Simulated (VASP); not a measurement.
HfN:

```
Hf N
1.0
     0.00000    2.25600    2.25600
     2.25600    0.00000    2.25600
     2.25600    2.25600    0.00000
Hf N
1 1
Cartesian
  0.0000 0.0000 0.0000
  2.2560 2.2560 2.2560
```

| Property | Result |
| --- | --- |
| Program | VASP 6.6.1 |
| Task | relaxation of cell and atoms |
| Functional | PBEsol |
| Potentials or basis | VASP PAW PBE potentials, release 64 (Hf_pv, N) |
| Cutoff | 600 eV |
| k mesh | 16 × 16 × 16 |
| Occupations | methfessel-paxton, width 0.1 eV |
| Spin | no spin polarisation |

At the start: pressure -4.2 GPa; volume 11.48 Å³/atom.

Question: How do energy, volume and symmetry change on relaxing?

Answer: Over 7 steps the energy falls by 2.3 meV/atom and the volume is 11.31 Å³/atom (-1.5 %); space group Fm-3m (No. 225, to 0.05 Å).

Step by step:
```tsv
step	energy change (eV)	largest force (eV/Å)	pressure (GPa)	volume (Å³)
1	0.0000	0.0000	-4.23	22.96
2	0.0135	0.0000	9.12	21.97
3	-0.0046	0.0000	-0.04	22.63
4	-0.0046	0.0000	0.03	22.62
5	-0.0046	0.0000	-0.03	22.63
6	-0.0046	0.0000	-0.05	22.62
7	-0.0046	0.0000	-0.01	22.62
```

Final structure:
```cif
data_structure
_symmetry_space_group_name_H-M 'P 1'
_symmetry_Int_Tables_number 1
_cell_length_a 3.1745
_cell_length_b 3.1745
_cell_length_c 3.1745
_cell_angle_alpha 60.000
_cell_angle_beta 60.000
_cell_angle_gamma 60.000
_cell_volume 22.62
loop_
_atom_site_label
_atom_site_type_symbol
_atom_site_fract_x
_atom_site_fract_y
_atom_site_fract_z
_atom_site_occupancy
Hf1 Hf 0.00000 0.00000 0.00000 1
N1 N 0.50000 0.50000 0.50000 1
```

Caveat: the PAW data sets were made with another functional, which shifts forces and pressure a little.
